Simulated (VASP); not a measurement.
# CuO in VASP: further runs

CuO is run at these levels: PBE; tasks: single point.

All numbers are computed with VASP 6.6.1; they aren't measurements. Logs are shortened: lines on timing, memory, paths and dates and some standing lists are left out, and cuts for length are marked.

## 1. The cell of the first run

The typed cell holds 4 atoms: a = 2.975 Å, b = 2.975 Å, c = 5.161 Å, α = 90.00°, β = 90.00°, γ = 89.92°.

## 2. Single point, PBE (11.42 Å³/atom)

The input, INCAR:

```
SYSTEM = CuO
PREC = Accurate
ENCUT = 520
EDIFF = 1E-7
ISMEAR = 0
SIGMA = 0.05
LREAL = .False.
LASPH = .True.
NELM = 80
ALGO = Normal
ISIF = 2
LWAVE = .False.
LCHARG = .True.
GGA = PE
LELF = .True.
LVHAR = .True.
NBANDS = 25
```

The input, KPOINTS:

```
regular mesh
0
Gamma
  12 12 8
  0 0 0
```

The input, POSCAR:

```
CuO
1.0
    2.0988079624     -2.1023328041      0.1645676926
    2.0988079624      2.1023328041      0.1645676926
   -0.4036309796      0.0000000000      5.1448877700
Cu O
2 2
Direct
    0.0000000000      0.5000000000      0.0000000000
    0.5000000000      0.0000000000      0.5000000000
    0.5000086846      0.4999913154      0.2500000000
    0.4999913154      0.5000086846      0.7500000000
```

Potentials or basis: VASP PAW PBE potentials, release 64 (Cu, O).

Command:

```bash
> cat potpaw_PBE.64/Cu/POTCAR potpaw_PBE.64/O/POTCAR > POTCAR
> mpirun -np 1 vasp_std > vasp.out
```

OUTCAR:

```text
SYSTEM = CuO
   PREC = Accurate
   ENCUT = 520
   EDIFF = 1E-7
   ISMEAR = 0
   LREAL = .False.
   LASPH = .True.
   NELM = 80
   ISIF = 2
   GGA = PE

 ion  position               nearest neighbor table
   1  0.000  0.500  0.000-   3 1.97   4 1.97   4 1.97   3 1.97
   2  0.500  0.000  0.500-   4 1.97   3 1.97   4 1.97   3 1.97
   3  0.500  0.500  0.250-   2 1.97   1 1.97   2 1.97   1 1.97
   4  0.500  0.500  0.750-   1 1.97   2 1.97   2 1.97   1 1.97

  LATTYP: Found a base centered monoclinic cell.
 ALAT       =     4.2104999173
 B/A-ratio  =     0.9986143429
 C/A-ratio  =     1.2256730979
 COS(beta)  =    -0.0000424872

  Lattice vectors:

 A1 = (   2.0988079624,  -2.1023328041,   0.1645676926)
 A2 = (   2.0988079624,   2.1023328041,   0.1645676926)
 A3 = (  -0.4036309796,   0.0000000000,   5.1448877700)

Analysis of symmetry for initial positions (statically):
=====================================================================
 Subroutine PRICEL returns:
 Original cell was already a primitive cell.

 Routine SETGRP: Setting up the symmetry group for a
 base centered monoclinic supercell.

 Subroutine GETGRP returns: Found  4 space group operations
 (whereof  2 operations were pure point group operations)
 out of a pool of  4 trial point group operations.

The static configuration has the point symmetry S_2 .
 The point group associated with its full space group is C_2h.

Analysis of symmetry for dynamics (positions and initial velocities):
=====================================================================
 Subroutine PRICEL returns:
 Original cell was already a primitive cell.

 Routine SETGRP: Setting up the symmetry group for a
 base centered monoclinic supercell.

 Subroutine GETGRP returns: Found  4 space group operations
 (whereof  2 operations were pure point group operations)
 out of a pool of  4 trial point group operations.

The dynamic configuration has the point symmetry S_2 .
 The point group associated with its full space group is C_2h.

 Subroutine INISYM returns: Found  4 space group operations
 (whereof  2 operations are pure point group operations),
 and found     1 'primitive' translations

----------------------------------------------------------------------------------------

                                     Primitive cell

  volume of cell :      45.6818

  direct lattice vectors                    reciprocal lattice vectors
     2.098807962 -2.102332804  0.164567693     0.236773953 -0.237831041  0.018575586
     2.098807962  2.102332804  0.164567693     0.236773953  0.237831041  0.018575586
    -0.403630980  0.000000000  5.144887770    -0.015147208  0.000000000  0.193179358

  length of vectors
     2.975211019  2.975211019  5.160696478     0.336110936  0.336110936  0.193772295

  position of ions in fractional coordinates (direct lattice)
     0.000000000  0.500000000  0.000000000
     0.500000000  0.000000000  0.500000000
     0.500008685  0.499991315  0.250000000
     0.499991315  0.500008685  0.750000000

  ion indices of the primitive-cell ions
   primitive index   ion index
                 1           1
                 2           2
                 3           3
                 4           4

----------------------------------------------------------------------------------------

 KPOINTS: regular mesh

Automatic generation of k-mesh.
 Grid dimensions read from file:
 generate k-points for:   12   12    8

 Generating k-lattice:

  Cartesian coordinates                     Fractional coordinates (reciprocal lattice)
     0.019731163 -0.019819253  0.001547965     0.083333333 -0.000000000  0.000000000
     0.019731163  0.019819253  0.001547965    -0.000000000  0.083333333  0.000000000
    -0.001893401  0.000000000  0.024147420     0.000000000  0.000000000  0.125000000

  Length of vectors
     0.028009245  0.028009245  0.024221537

  Shift w.r.t. Gamma in fractional coordinates (k-lattice)
     0.000000000  0.000000000  0.000000000

 Subroutine IBZKPT returns following result:
 ===========================================

 Found    320 irreducible k-points:

 Following reciprocal coordinates:
            Coordinates               Weight
  0.000000  0.000000  0.000000      1.000000
  0.083333 -0.000000  0.000000      4.000000
  0.166667 -0.000000 -0.000000      4.000000
  0.250000 -0.000000 -0.000000      4.000000
  0.333333 -0.000000 -0.000000      4.000000
  0.416667 -0.000000 -0.000000      4.000000
[... 16 lines left out ...]
  0.500000  0.166667  0.000000      4.000000
 -0.416667  0.166667  0.000000      4.000000
 [... further k-points ...]
   k-points           NKPTS =    320   k-points in BZ     NKDIM =    320   number of bands    NBANDS=     25
   number of dos      NEDOS =    301   number of ions     NIONS =      4
   total plane-waves  NPLWV =  23040
   dimension x,y,z NGX =    24 NGY =   24 NGZ =   40
   dimension x,y,z NGXF=    48 NGYF=   48 NGZF=   80
   ions per type =               2   2
   NGX,Y,Z   is equivalent  to a cutoff of  13.41, 13.41, 12.89 a.u.
   NGXF,Y,Z  is equivalent  to a cutoff of  26.82, 26.82, 25.77 a.u.
 SYSTEM =  CuO
   PREC   = accura    normal or accurate (medium, high low for compatibility)
   ISTART =      0    job   : 0-new  1-cont  2-samecut
   ICHARG =      2    charge: 1-file 2-atom 10-const
   ISPIN  =      1    spin polarized calculation?
   LNONCOLLINEAR =      F non collinear calculations
   LSORBIT =      F    spin-orbit coupling
   LASPH  =      T    aspherical Exc in radial PAW
   ENCUT  =  520.0 eV  38.22 Ry    6.18 a.u.   5.53  5.53  9.60*2*pi/ulx,y,z
   NELM   =     80;   NELMIN=  2; NELMDL= -5     # of ELM steps
   EDIFF  = 0.1E-06   stopping-criterion for ELM
   LREAL  =      F    real-space projection
   EDIFFG = 0.1E-05   stopping-criterion for IOM
   NSW    =      0    number of steps for IOM
   IBRION =     -1    ionic relax: 0-MD 1-quasi-New 2-CG
   NFREE  =      0    steps in history (QN), initial steepest desc. (CG)
   ISIF   =      2    stress and relaxation
   ISYM   =      2    0-nonsym 1-usesym 2-fastsym
   POTIM  = 0.5000    time-step for ionic-motion
   TEBEG  =    0.0;   TEEND  =   0.0 temperature during run
   PSTRESS=    0.0 pullay stress
   NELECT =      34.0000    total number of electrons
   NUPDOWN=      -1.0000    fix difference up-down
   EMIN   =  10.00;   EMAX   =-10.00  energy-range for DOS
   EFERMI =   0.00;   METHOD = LEGACY
   ISMEAR =     0;   SIGMA  =   0.05  broadening in eV -4-tet -1-fermi 0-gaus
   EFERMI_NEDOS =   21; number of points for ismear=-14 and -15
   IALGO  =     38    algorithm
   IMIX   =      4    mixing-type and parameters
     AMIX     =   0.40;   BMIX     =  1.00
     AMIX_MAG =   1.60;   BMIX_MAG =  1.00
  volume/ion in A,a.u.               =      11.42        77.07
  Fermi-wavevector in a.u.,A,eV,Ry     =   1.483611  2.803618 29.947798  2.201101
  Thomas-Fermi vector in A             =   2.597251
   LORBIT       =      0    0 simple, 1 ext, 2 COOP (PROOUT), +10 PAW based schemes
   GGA     = PE    functional components
   LHFCALC =     F    Hartree Fock is set to
   AEXX    =    0.0000 exact exchange contribution
   IVDW    =     0    specifies the selected vdW correction
   LEPSILON=     F    determine dielectric tensor
   LRPA    =     F    only Hartree local field effects (RPA)
 non-spin polarized calculation
 Gauss-broadening in eV      SIGMA  =   0.05
  energy-cutoff  :      520.00
  volume of cell :       45.68
 maximum number of plane-waves:      1251
 NGX is ok and might be reduce to    24
   NGX = 11   NGY = 11   NGZ = 19

 number of electron      34.0000024 magnetization

 Free energy of the ion-electron system (eV)
  ---------------------------------------------------
  ext. energy  EPLUGINS =         0.00000000
  ---------------------------------------------------
  free energy    TOTEN  =       -19.72749683 eV

  energy without entropy =      -19.72362747  energy(sigma->0) =      -19.72556215

 E-fermi :   4.5295     XC(G=0): -11.1461

 val. band max:        4.5277558081   @ k =  -0.2500   0.4167   0.3750
 cond. band min:       4.5304425024   @ k =  -0.4167   0.0833   0.0000
 fundamental gap:      0.0026866943
 Fermi energy:         4.5295213596

 k-point     1 :       0.0000    0.0000    0.0000
  band No.  band energies     occupation
      1     -15.0317      2.00000
      2     -13.7642      2.00000
      3      -3.2908      2.00000
      4      -0.7266      2.00000
      5      -0.7238      2.00000
      6       0.9500      2.00000
[... 17 lines left out ...]
     24      18.7860      0.00000
     25      19.1085      0.00000

 k-point     2 :       0.0833   -0.0000    0.0000
  band No.  band energies     occupation
      1     -14.9978      2.00000
      2     -13.7543      2.00000
      3      -3.2297      2.00000
      4      -0.7533      2.00000
      5      -0.7077      2.00000
      6       0.5286      2.00000
[... 17 lines left out ...]
     24      18.8897      0.00000
     25      19.1449      0.00000

 k-point     3 :       0.1667   -0.0000   -0.0000
  band No.  band energies     occupation
      1     -14.9040      2.00000
      2     -13.7270      2.00000
      3      -3.0577      2.00000
      4      -0.8155      2.00000
      5      -0.6594      2.00000
      6      -0.2292      2.00000
[... 17 lines left out ...]
     24      19.1171      0.00000
     25      19.1460      0.00000

 k-point     4 :       0.2500   -0.0000   -0.0000
  band No.  band energies     occupation
      1     -14.7714      2.00000
      2     -13.6894      2.00000
      3      -2.8099      2.00000
      4      -1.0182      2.00000
      5      -0.8660      2.00000
      6      -0.5916      2.00000
[... 17 lines left out ...]
     24      18.8618      0.00000
     25      19.1890      0.00000
[... 477 lines left out ...]
 k-point    22 :       0.4167    0.1667   -0.0000
  band No.  band energies     occupation
      1     -14.4122      2.00000
      2     -13.5960      2.00000
      3      -2.1139      2.00000
      4      -1.9974      2.00000
      5      -0.6942      2.00000
      6      -0.5324      2.00000
[... 17 lines left out ...]
     24      17.2816      0.00000
     25      17.9169      0.00000

 k-point    23 :       0.5000    0.1667    0.0000
  band No.  band energies     occupation
      1     -14.3735      2.00000
      2     -13.5864      2.00000
      3      -2.1916      2.00000
      4      -1.9891      2.00000
      5      -0.5927      2.00000
      6      -0.5780      2.00000
[... 17 lines left out ...]
     24      17.3621      0.00000
     25      17.4082      0.00000

 k-point    24 :      -0.4167    0.1667    0.0000
  band No.  band energies     occupation
      1     -14.4120      2.00000
      2     -13.5959      2.00000
      3      -2.1140      2.00000
      4      -1.9977      2.00000
      5      -0.6964      2.00000
      6      -0.5309      2.00000
[... 17 lines left out ...]
     24      17.2730      0.00000
     25      17.9137      0.00000

 [... further k-points ...]

------------------------ aborting loop because EDIFF is reached ----------------------------------------

  FORCE on cell =-STRESS in cart. coord.  units (eV):
  Direction    XX          YY          ZZ          XY          YZ          ZX
  --------------------------------------------------------------------------------------
  -------------------------------------------------------------------------------------
  Total       -0.5966536     -0.5903117     -0.5046452      0.0000000      0.0000000     -0.0070007
  in kB      -20.9261530    -20.7037270    -17.6991854      0.0000000      0.0000000     -0.2455326
  external PRESSURE =     -19.7763551 kB  Pullay stress =       0.0000000 kB

 VOLUME and BASIS-vectors are now :
 -----------------------------------------------------------------------------
  energy-cutoff  :      520.00
  volume of cell :       45.68
      direct lattice vectors                 reciprocal lattice vectors
     2.098807962 -2.102332804  0.164567693     0.236773953 -0.237831041  0.018575586
     2.098807962  2.102332804  0.164567693     0.236773953  0.237831041  0.018575586
    -0.403630980  0.000000000  5.144887770    -0.015147208  0.000000000  0.193179358

 POSITION                                       TOTAL-FORCE (eV/Angst)
 -----------------------------------------------------------------------------------
      1.04940      1.05117      0.08228         0.000000      0.000000     -0.000000
      0.84759     -1.05117      2.65473         0.000000      0.000000     -0.000000
      1.99790     -0.00004      1.45079        -0.000000     -0.000043      0.000000
      1.79608      0.00004      4.02323        -0.000000      0.000043     -0.000000
 -----------------------------------------------------------------------------------
    total drift:                                0.000000      0.000000     -0.000000

  FREE ENERGIE OF THE ION-ELECTRON SYSTEM (eV)
  ---------------------------------------------------
  free  energy   TOTEN  =       -19.7274968301 eV

  energy  without entropy=      -19.7236274745  energy(sigma->0) =      -19.72556215
```

Run time: 7.1 min. Hardware: 1 thread of Intel Xeon 8259CL, shared host; peak memory 0.4 GiB.

What came out:

| Item | Value |
| --- | --- |
| Free energy | -19.7275 eV |
| Pressure | -2.0 GPa |
| Band gap on the k mesh | zero (bands 17 and 18 overlap by 1.19 eV) |

Levels at points of the mesh, in eV from the Fermi level:
| k point | band 15 | band 16 | band 17 | band 18 | band 19 | band 20 |
| --- | --- | --- | --- | --- | --- | --- |
| (0.00, 0.00, 0.00) | -2.22 | -1.83 | 0.66 | 0.66 | 1.33 | 6.05 |
| (0.50, 0.00, 0.00) | -1.54 | -1.46 | 0.21 | 0.46 | 3.82 | 5.74 |
| (0.50, 0.50, 0.00) | -1.60 | -1.19 | -1.19 | 1.08 | 2.21 | 7.22 |
| (0.00, 0.00, 0.50) | -1.52 | -1.52 | 0.11 | 0.11 | 3.39 | 3.39 |
| (0.50, 0.00, 0.50) | -1.97 | -1.79 | -0.20 | 0.66 | 4.36 | 5.78 |
| (0.50, 0.50, 0.50) | -1.40 | -1.40 | -0.53 | -0.53 | 4.04 | 4.04 |

Caveat: semilocal functionals often make such compounds metallic where correlation or magnetic order opens a gap, which also shifts bond lengths.

## 3. Single point, PBE (11.64 Å³/atom)

This run uses another cell than the first one, of 11.64 Å³/atom.

The input, INCAR:

```
SYSTEM = CuO
PREC = Accurate
ENCUT = 520
EDIFF = 1E-7
ISMEAR = 0
SIGMA = 0.05
LREAL = .False.
LASPH = .True.
NELM = 60
ALGO = Normal
ISIF = 2
LWAVE = .False.
LCHARG = .False.
GGA = PE
NBANDS = 25
```

KPOINTS is that of step 2.

The input, POSCAR:

```
CuO
1.0
    2.1166681119     -2.1216466207      0.1659854768
    2.1166681119      2.1216466207      0.1659854768
   -0.4043168666      0.0000000000      5.1541543273
Cu O
2 2
Direct
    0.0000000000      0.5000000000      0.0000000000
    0.5000000000      0.0000000000      0.5000000000
    0.5000051833      0.4999948167      0.2500000000
    0.4999948167      0.5000051833      0.7500000000
```

Potentials or basis: VASP PAW PBE potentials, release 64 (Cu, O).

Command:

```bash
> cat potpaw_PBE.64/Cu/POTCAR potpaw_PBE.64/O/POTCAR > POTCAR
> mpirun -np 1 vasp_std > vasp.out
```

Wall time 5.7 min (1 thread of Intel Xeon Platinum 8488C (Sapphire Rapids), shared host); peak memory 0.61 GiB.

It converged, with:

```yaml
Free_energy: -19.7105 eV
Pressure: -4.3 GPa
Band_gap_on_the_k_mesh: zero (bands 17 and 18 overlap by 1.19 eV)
```

Stress tensor (GPa, compression positive):
```
-4.43  0.00 -0.02
 0.00 -4.42  0.00
-0.02  0.00 -4.15
```

Levels at points of the mesh, in eV from the Fermi level:
```tsv
k point	band 13	band 14	band 15	band 16	band 17	band 18	band 19	band 20	band 21	band 22
(0.00, 0.00, 0.00)	-2.26	-2.17	-2.17	-1.77	0.65	0.65	1.29	6.02	7.12	12.83
(0.50, 0.00, 0.00)	-2.20	-1.78	-1.51	-1.43	0.21	0.47	3.89	5.67	6.21	10.69
(0.00, 0.50, 0.00)	-2.20	-1.78	-1.51	-1.43	0.21	0.47	3.89	5.67	6.21	10.69
(0.50, 0.50, 0.00)	-2.26	-2.26	-1.59	-1.17	-1.17	1.06	2.25	7.23	9.51	9.52
(0.00, 0.00, 0.50)	-2.13	-2.13	-1.49	-1.49	0.12	0.12	3.34	3.34	11.49	11.49
(0.50, 0.00, 0.50)	-2.27	-2.22	-1.93	-1.75	-0.22	0.65	4.39	5.72	8.13	8.25
(0.00, 0.50, 0.50)	-2.27	-2.22	-1.93	-1.75	-0.22	0.65	4.39	5.72	8.13	8.25
(0.50, 0.50, 0.50)	-1.77	-1.77	-1.38	-1.38	-0.54	-0.54	4.07	4.07	9.97	9.97
```

Caveat: the cell stands under tension; semilocal functionals often make such compounds metallic where correlation or magnetic order opens a gap, which also shifts bond lengths.
